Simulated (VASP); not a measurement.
**Cu16Cl: single point with PBE+D3(BJ)**

Cu16Cl, a slab with vacuum:

```
CELL_PARAMETERS angstrom
5.03937 0.00000 0.00000
-2.51968 4.36422 0.00000
0.00000 0.00000 25.17194
ATOMIC_POSITIONS crystal
Cu 0.33333 0.16667 0.33768
Cu 0.33333 0.66667 0.33768
Cu 0.83333 0.16667 0.33768
Cu 0.83333 0.66667 0.33768
Cu 0.66667 0.33333 0.41941
Cu 0.66667 0.83333 0.41941
Cu 0.16667 0.33333 0.41941
Cu 0.16667 0.83333 0.41941
Cu 0.99886 0.49824 0.50078
Cu 0.00033 0.00066 0.50004
Cu 0.49938 0.49824 0.50078
Cu 0.50027 0.00054 0.50223
Cu 0.33215 0.66431 0.58155
Cu 0.33789 0.16585 0.58373
Cu 0.83407 0.66814 0.58092
Cu 0.82796 0.16585 0.58373
Cl 0.07922 0.15844 0.66014
```

```
Program             : VASP 6.6.1
Task                : single point
Functional          : PBE
Dispersion          : D3(BJ)
Potentials or basis : VASP PAW PBE potentials, release 64 (Cu, Cl)
Cutoff              : 520 eV
k mesh              : 6 × 6 × 1
Occupations         : gaussian, width 0.1 eV
Spin                : no spin polarisation
```

```
Largest force              : 0.088 eV/Å
Band gap on the k mesh     : zero (an odd number of electrons rules out a gap without spin polarisation)
Dispersion energy per atom : -0.442 eV
```

Forces on the atoms (eV/Å):
```
Cu   0.026 -0.001 -0.059
Cu   0.000  0.019 -0.086
Cu  -0.026 -0.001 -0.059
Cu   0.000 -0.012 -0.071
Cu   0.000 -0.031  0.033
Cu  -0.062  0.002  0.055
Cu   0.000  0.025  0.037
Cu   0.062  0.002  0.055
Cu   0.000 -0.002  0.002
Cu   0.000  0.003  0.015
Cu   0.000 -0.002  0.002
Cu   0.000  0.004  0.002
Cu   0.000 -0.008  0.018
Cu  -0.010  0.010  0.011
Cu   0.000 -0.002  0.019
Cu   0.010  0.010  0.011
Cl   0.000 -0.016  0.014
```

Levels at points of the mesh, in eV from the Fermi level:
| k point | band 89 | band 90 | band 91 | band 92 | band 93 | band 94 | band 95 | band 96 |
| --- | --- | --- | --- | --- | --- | --- | --- | --- |
| (0.00, 0.00, 0.00) | -0.21 | -0.20 | -0.13 | 0.45 | 0.83 | 0.92 | 1.10 | 1.43 |
| (0.50, 0.00, 0.00) | -0.75 | -0.48 | -0.02 | 0.00 | 0.63 | 0.68 | 1.33 | 1.47 |
| (0.00, 0.50, 0.00) | -0.77 | -0.59 | -0.04 | 0.02 | 0.64 | 0.66 | 1.21 | 1.52 |

Wall time 30 min on 1 thread of Intel(R) Xeon(R) Platinum 8488C (Sapphire Rapids), with other jobs on the host, peak memory 0.89 GiB.

Caveat: an odd number of electrons without spin polarisation forces a metal; a magnetic or distorted state may lie lower. With open d or f shells a metallic result of PBE can be an artefact of self-interaction; +U or a hybrid may open a gap.
